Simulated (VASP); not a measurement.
# Si (Imma) in VASP: further runs

Runs on Si. Level: PBEsol. Tasks: single point, relaxation of the atoms.

All numbers are computed with VASP 6.6.1; they aren't measurements. Logs are shortened: lines on timing, memory, paths and dates and some standing lists are left out, and cuts for length are marked.

## Step 1: The cell of the first run

Symmetry: Imma, No. 74, orthorhombic system. The conventional cell has a = 3.823 Å, b = 3.881 Å, c = 5.488 Å, α = 90.00°, β = 90.00°, γ = 90.00°. Si (site symmetry mm2) has 4 Si at 2.36 to 2.37 Å within 3.1 Å.

## Step 2: Single point, PBEsol (strained cell)

File INCAR:

```
SYSTEM = Si
PREC = Accurate
ENCUT = 520
EDIFF = 1E-6
ISMEAR = 0
SIGMA = 0.02
LREAL = .FALSE.
LASPH = .TRUE.
NELM = 100
ALGO = Normal
ISIF = 2
LWAVE = .FALSE.
LCHARG = .TRUE.
GGA = PS
LELF = .TRUE.
LVHAR = .TRUE.
NBANDS = 11
```

File KPOINTS:

```
regular mesh
0
G
  10 10 10
  0 0 0
```

File POSCAR:

```
Si
1.0
   -0.0205123920      2.7234863426      2.7439987347
    2.7234863426     -0.0205123920      2.7439987347
    2.7029739506      2.7029739506      0.0000000000
Si
2
Direct
   -0.0009535334     -0.0009535334      0.0009535334
    0.2509535334      0.2509535334      0.2490464666
```

Potentials or basis: VASP PAW PBE potentials, release 64 (Si).

Run with:

```console
cat potpaw_PBE.64/Si/POTCAR > POTCAR
mpirun -np 1 vasp_std > vasp.out
```

OUTCAR:

```text
SYSTEM = Si
   PREC = Accurate
   ENCUT = 520
   EDIFF = 1E-6
   ISMEAR = 0
   LREAL = .FALSE.
   LASPH = .TRUE.
   NELM = 100
   ISIF = 2
   GGA = PS

 ion  position               nearest neighbor table
   1  0.999  0.999  0.001-   2 2.36   2 2.36   2 2.37   2 2.37
   2  0.251  0.251  0.249-   1 2.36   1 2.36   1 2.37   1 2.37

  LATTYP: Found a body centered orthorhombic cell.
 ALAT       =     3.8225824197
 B/A-ratio  =     1.0151776468
 C/A-ratio  =     1.4356779964

  Lattice vectors:

 A1 = (   0.0205123920,  -2.7234863426,  -2.7439987347)
 A2 = (  -0.0205123920,   2.7234863426,  -2.7439987347)
 A3 = (   2.7234863426,  -0.0205123920,   2.7439987347)

Analysis of symmetry for initial positions (statically):
=====================================================================
 Subroutine PRICEL returns:
 Original cell was already a primitive cell.

 Routine SETGRP: Setting up the symmetry group for a
 body centered orthorhombic supercell.

 Subroutine GETGRP returns: Found  8 space group operations
 (whereof  4 operations were pure point group operations)
 out of a pool of  8 trial point group operations.

The static configuration has the point symmetry C_2v.
 The point group associated with its full space group is D_2h.

Analysis of symmetry for dynamics (positions and initial velocities):
=====================================================================
 Subroutine PRICEL returns:
 Original cell was already a primitive cell.

 Routine SETGRP: Setting up the symmetry group for a
 body centered orthorhombic supercell.

 Subroutine GETGRP returns: Found  8 space group operations
 (whereof  4 operations were pure point group operations)
 out of a pool of  8 trial point group operations.

The dynamic configuration has the point symmetry C_2v.
 The point group associated with its full space group is D_2h.

 Subroutine INISYM returns: Found  8 space group operations
 (whereof  4 operations are pure point group operations),
 and found     1 'primitive' translations

----------------------------------------------------------------------------------------

                                     Primitive cell

  volume of cell :      40.7042

  direct lattice vectors                    reciprocal lattice vectors
    -0.020512392  2.723486343  2.743998735    -0.182215827  0.182215827  0.182215827
     2.723486343 -0.020512392  2.743998735     0.182215827 -0.182215827  0.182215827
     2.702973951  2.702973951  0.000000000     0.184981435  0.184981435 -0.182215827

  length of vectors
     3.866177398  3.866177398  3.822582420     0.315607071  0.315607071  0.318808517

  position of ions in fractional coordinates (direct lattice)
     0.999046467  0.999046467  0.000953533
     0.250953533  0.250953533  0.249046467

  ion indices of the primitive-cell ions
   primitive index   ion index
                 1           1
                 2           2

----------------------------------------------------------------------------------------

 KPOINTS: regular mesh

Automatic generation of k-mesh.
 Grid dimensions read from file:
 generate k-points for:   10   10   10

 Generating k-lattice:

  Cartesian coordinates                     Fractional coordinates (reciprocal lattice)
    -0.018221583  0.018221583  0.018221583     0.100000000  0.000000000  0.000000000
     0.018221583 -0.018221583  0.018221583     0.000000000  0.100000000  0.000000000
     0.018498143  0.018498143 -0.018221583     0.000000000  0.000000000  0.100000000

  Length of vectors
     0.031560707  0.031560707  0.031880852

  Shift w.r.t. Gamma in fractional coordinates (k-lattice)
     0.000000000  0.000000000  0.000000000

 Subroutine IBZKPT returns following result:
 ===========================================

 Found    171 irreducible k-points:

 Following reciprocal coordinates:
            Coordinates               Weight
  0.000000  0.000000  0.000000      1.000000
  0.100000  0.000000  0.000000      4.000000
  0.200000  0.000000  0.000000      4.000000
  0.300000  0.000000  0.000000      4.000000
  0.400000 -0.000000  0.000000      4.000000
  0.500000  0.000000  0.000000      2.000000
[... 16 lines left out ...]
  0.300000  0.300000  0.000000      2.000000
  0.400000  0.300000  0.000000      4.000000
 [... further k-points ...]
   k-points           NKPTS =    171   k-points in BZ     NKDIM =    171   number of bands    NBANDS=     11
   number of dos      NEDOS =    301   number of ions     NIONS =      2
   total plane-waves  NPLWV =  25200
   dimension x,y,z NGX =    30 NGY =   30 NGZ =   28
   dimension x,y,z NGXF=    60 NGYF=   60 NGZF=   56
   ions per type =               2
   NGX,Y,Z   is equivalent  to a cutoff of  12.90, 12.90, 12.18 a.u.
   NGXF,Y,Z  is equivalent  to a cutoff of  25.80, 25.80, 24.35 a.u.
 SYSTEM =  Si
   PREC   = accura    normal or accurate (medium, high low for compatibility)
   ISTART =      0    job   : 0-new  1-cont  2-samecut
   ICHARG =      2    charge: 1-file 2-atom 10-const
   ISPIN  =      1    spin polarized calculation?
   LNONCOLLINEAR =      F non collinear calculations
   LSORBIT =      F    spin-orbit coupling
   LASPH  =      T    aspherical Exc in radial PAW
   ENCUT  =  520.0 eV  38.22 Ry    6.18 a.u.   7.19  7.19  7.11*2*pi/ulx,y,z
   NELM   =    100;   NELMIN=  2; NELMDL= -5     # of ELM steps
   EDIFF  = 0.1E-05   stopping-criterion for ELM
   LREAL  =      F    real-space projection
   EDIFFG = 0.1E-04   stopping-criterion for IOM
   NSW    =      0    number of steps for IOM
   IBRION =     -1    ionic relax: 0-MD 1-quasi-New 2-CG
   NFREE  =      0    steps in history (QN), initial steepest desc. (CG)
   ISIF   =      2    stress and relaxation
   ISYM   =      2    0-nonsym 1-usesym 2-fastsym
   POTIM  = 0.5000    time-step for ionic-motion
   TEBEG  =    0.0;   TEEND  =   0.0 temperature during run
   PSTRESS=    0.0 pullay stress
   NELECT =       8.0000    total number of electrons
   NUPDOWN=      -1.0000    fix difference up-down
   EMIN   =  10.00;   EMAX   =-10.00  energy-range for DOS
   EFERMI =   0.00;   METHOD = LEGACY
   ISMEAR =     0;   SIGMA  =   0.02  broadening in eV -4-tet -1-fermi 0-gaus
   EFERMI_NEDOS =   21; number of points for ismear=-14 and -15
   IALGO  =     38    algorithm
   IMIX   =      4    mixing-type and parameters
     AMIX     =   0.40;   BMIX     =  1.00
     AMIX_MAG =   1.60;   BMIX_MAG =  1.00
  volume/ion in A,a.u.               =      20.35       137.34
  Fermi-wavevector in a.u.,A,eV,Ry     =   0.951828  1.798693 12.326547  0.905976
  Thomas-Fermi vector in A             =   2.080334
   LORBIT       =      0    0 simple, 1 ext, 2 COOP (PROOUT), +10 PAW based schemes
   GGA     = PS    functional components
   LHFCALC =     F    Hartree Fock is set to
   AEXX    =    0.0000 exact exchange contribution
   IVDW    =     0    specifies the selected vdW correction
   LEPSILON=     F    determine dielectric tensor
   LRPA    =     F    only Hartree local field effects (RPA)
 non-spin polarized calculation
 Gauss-broadening in eV      SIGMA  =   0.02
  energy-cutoff  :      520.00
  volume of cell :       40.70
 maximum number of plane-waves:      1113
 NGX is ok and might be reduce to    30
   NGX = 15   NGY = 15   NGZ = 15

 number of electron       8.0000000 magnetization

 Free energy of the ion-electron system (eV)
  ---------------------------------------------------
  ext. energy  EPLUGINS =         0.00000000
  ---------------------------------------------------
  free energy    TOTEN  =       -11.48787445 eV

  energy without entropy =      -11.48787445  energy(sigma->0) =      -11.48787445

 E-fermi :   5.8501     XC(G=0):  -9.4910

 val. band max:        5.7128259478   @ k =   0.0000   0.0000   0.0000
 cond. band min:       6.0976050639   @ k =   0.4000  -0.0000   0.4000
 fundamental gap:      0.3847791161
 Fermi energy:         5.8500569980

 k-point     1 :       0.0000    0.0000    0.0000
  band No.  band energies     occupation
      1      -6.2527      2.00000
      2       5.5753      2.00000
      3       5.5883      2.00000
      4       5.7128      2.00000
      5       8.0430      0.00000
      6       8.1182      0.00000
      7       8.2134      0.00000
      8       8.7984      0.00000
      9      13.2357      0.00000
     10      13.2715      0.00000
     11      13.3753      0.00000

 k-point     2 :       0.1000    0.0000    0.0000
  band No.  band energies     occupation
      1      -6.1247      2.00000
      2       4.4119      2.00000
      3       5.3914      2.00000
      4       5.5186      2.00000
      5       8.1117      0.00000
      6       8.4221      0.00000
      7       8.4982      0.00000
      8       9.6742      0.00000
      9      12.8743      0.00000
     10      13.0185      0.00000
     11      13.7990      0.00000

 k-point     3 :       0.2000    0.0000    0.0000
  band No.  band energies     occupation
      1      -5.7468      2.00000
      2       2.5604      2.00000
      3       5.0209      2.00000
      4       5.1457      2.00000
      5       7.7794      0.00000
      6       8.9000      0.00000
      7       8.9970      0.00000
      8      11.4438      0.00000
      9      12.5573      0.00000
     10      12.7015      0.00000
     11      14.5057      0.00000

 k-point     4 :       0.3000    0.0000    0.0000
  band No.  band energies     occupation
      1      -5.1458      2.00000
      2       0.8005      2.00000
      3       4.6944      2.00000
      4       4.8173      2.00000
      5       7.4219      0.00000
      6       9.0686      0.00000
      7       9.1770      0.00000
      8      12.9835      0.00000
      9      13.1463      0.00000
     10      13.2178      0.00000
     11      14.2924      0.00000

 k-point     5 :       0.4000   -0.0000    0.0000
  band No.  band energies     occupation
      1      -4.4186      2.00000
      2      -0.6464      2.00000
      3       4.4872      2.00000
      4       4.6089      2.00000
      5       7.1841      0.00000
      6       8.9574      0.00000
      7       9.0743      0.00000
      8      13.2814      0.00000
      9      14.4415      0.00000
     10      14.5650      0.00000
     11      15.4409      0.00000
[... 211 lines left out ...]
 k-point    21 :      -0.3000    0.2000    0.0000
  band No.  band energies     occupation
      1      -4.2371      2.00000
      2      -0.0917      2.00000
      3       2.1411      2.00000
      4       4.4255      2.00000
      5       8.1150      0.00000
      6      10.1420      0.00000
      7      10.1465      0.00000
      8      12.2624      0.00000
      9      12.4591      0.00000
     10      14.8441      0.00000
     11      17.2184      0.00000

 k-point    22 :      -0.2000    0.2000    0.0000
  band No.  band energies     occupation
      1      -4.9364      2.00000
      2       1.1265      2.00000
      3       2.5813      2.00000
      4       4.8838      2.00000
      5       8.5489      0.00000
      6       9.6096      0.00000
      7       9.8491      0.00000
      8      11.2778      0.00000
      9      11.7863      0.00000
     10      15.9564      0.00000
     11      16.0968      0.00000

 k-point    23 :       0.3000    0.3000    0.0000
  band No.  band energies     occupation
      1      -4.7321      2.00000
      2       1.1758      2.00000
      3       3.3508      2.00000
      4       3.5382      2.00000
      5       6.4419      0.00000
      6       7.9509      0.00000
      7      12.1533      0.00000
      8      12.1936      0.00000
      9      14.4808      0.00000
     10      15.0786      0.00000
     11      17.7273      0.00000

 k-point    24 :       0.4000    0.3000    0.0000
  band No.  band energies     occupation
      1      -4.1313      2.00000
      2       0.1787      2.00000
      3       2.7392      2.00000
      4       3.3380      2.00000
      5       6.6738      0.00000
      6       7.7379      0.00000
      7      12.4456      0.00000
      8      12.6170      0.00000
      9      16.0494      0.00000
     10      16.1310      0.00000
     11      17.5606      0.00000

 [... further k-points ...]
[... 5 lines left out ...]
  --------------------------------------------------------------------------------------
  -------------------------------------------------------------------------------------
  Total       -0.2536101     -0.2536101     -0.4392230      0.2837754      0.0000000      0.0000000
  in kB       -9.9824571     -9.9824571    -17.2884473     11.1698051      0.0000000      0.0000000
  external PRESSURE =     -12.4177872 kB  Pullay stress =       0.0000000 kB

 VOLUME and BASIS-vectors are now :
 -----------------------------------------------------------------------------
  energy-cutoff  :      520.00
  volume of cell :       40.70
      direct lattice vectors                 reciprocal lattice vectors
    -0.020512392  2.723486343  2.743998735    -0.182215827  0.182215827  0.182215827
     2.723486343 -0.020512392  2.743998735     0.182215827 -0.182215827  0.182215827
     2.702973951  2.702973951  0.000000000     0.184981435  0.184981435 -0.182215827

 POSITION                                       TOTAL-FORCE (eV/Angst)
 -----------------------------------------------------------------------------------
      2.70297      2.70297      5.48276        -0.000000     -0.000000     -0.002308
      1.35149      1.35149      1.37723         0.000000      0.000000      0.002308
 -----------------------------------------------------------------------------------
    total drift:                                0.000000      0.000000      0.000000

  FREE ENERGIE OF THE ION-ELECTRON SYSTEM (eV)
  ---------------------------------------------------
  free  energy   TOTEN  =       -11.4878744454 eV

  energy  without entropy=      -11.4878744454  energy(sigma->0) =      -11.48787445
```

Run time: 60 s. Hardware: 1 thread of Intel Xeon Platinum 8259CL at 2.50GHz (Skylake/Cascade Lake), shared host; peak memory 0.19 GiB.

Results:

| Property | Result |
| --- | --- |
| Free energy | -11.4879 eV |
| Pressure | -1.2 GPa |
| Band gap on the k mesh | 0.38 eV, indirect (least direct gap 2.33 eV) |

Forces on the atoms (eV/Å):
```
Si   0.000  0.000 -0.002
Si   0.000  0.000  0.002
```

Stress tensor (GPa, compression positive):
```
-1.00  1.12  0.00
 1.12 -1.00  0.00
 0.00  0.00 -1.73
```

Levels at points of the mesh, in eV from the valence-band top:
```
           k point  band 2  band 3  band 4  band 5  band 6  band 7
(0.00, 0.00, 0.00)   -0.14   -0.12    0.00    2.33    2.41    2.50
(0.50, 0.00, 0.00)   -7.04   -1.30   -1.17    1.39    3.17    3.29
(0.50, 0.50, 0.00)   -7.86   -2.98   -2.78    0.46    0.68    9.80
(0.00, 0.00, 0.50)   -7.01   -1.33   -1.30    1.24    3.15    3.16
(0.50, 0.00, 0.50)   -7.85   -2.94   -2.94    0.51    0.51    9.81
```

Caveat: the cell differs from its parent crystal (strained cell); the PAW data sets were made with another functional, which shifts forces and pressure a little. A k mesh can miss the band edges.

## Step 3: Relaxation of the atoms, PBEsol (strained cell)

File INCAR:

```
SYSTEM = Si
PREC = Accurate
ENCUT = 520
EDIFF = 1E-6
ISMEAR = 0
SIGMA = 0.02
LREAL = .False.
LASPH = .True.
NELM = 100
ALGO = Normal
ISIF = 2
LWAVE = .False.
LCHARG = .False.
GGA = PS
IBRION = 2
NSW = 60
EDIFFG = -0.002
```

File KPOINTS:

```
regular mesh
0
Gamma
  10 10 10
  0 0 0
```

POSCAR is that of step 2.

Potentials or basis: VASP PAW PBE potentials, release 64 (Si).

Run with:

```console
cat potpaw_PBE.64/Si/POTCAR > POTCAR
mpirun -np 1 vasp_std > vasp.out
```

Wall time 55 s (1 thread of Intel Xeon Platinum 8259CL at 2.50GHz (Skylake/Cascade Lake), shared host); peak memory 0.18 GiB.

Results (log left out):

| Quantity | Value |
| --- | --- |
| Free energy | -11.4879 eV |
| Energy gained by relaxing | 0.0 meV/atom |
| Ionic steps | 2 |
| Pressure after relaxing | -1.2 GPa |
| Band gap on the k mesh | 0.38 eV, indirect (least direct gap 2.33 eV) |

Stress tensor (GPa, compression positive):
```
-1.00  1.11  0.00
 1.11 -1.00  0.00
 0.00  0.00 -1.73
```

Final structure:
```xyz
2
Lattice="-0.0205 2.7235 2.7440 2.7235 -0.0205 2.7440 2.7030 2.7030 0.0000" Properties=species:S:1:pos:R:3 pbc="T T T"
Si    2.7030    2.7030    5.4827
Si    1.3515    1.3515    1.3773
```

Levels at points of the mesh, in eV from the valence-band top:
```tsv
k point	band 2	band 3	band 4	band 5	band 6	band 7
(0.00, 0.00, 0.00)	-0.14	-0.13	0.00	2.33	2.40	2.50
(0.50, 0.00, 0.00)	-7.04	-1.30	-1.17	1.39	3.17	3.29
(0.50, 0.50, 0.00)	-7.87	-2.98	-2.78	0.46	0.68	9.80
(0.00, 0.00, 0.50)	-7.01	-1.33	-1.31	1.24	3.15	3.16
(0.50, 0.00, 0.50)	-7.85	-2.94	-2.94	0.51	0.51	9.81
```

Caveat: the cell differs from its parent crystal (strained cell); the PAW data sets were made with another functional, which shifts forces and pressure a little. A k mesh can miss the band edges.
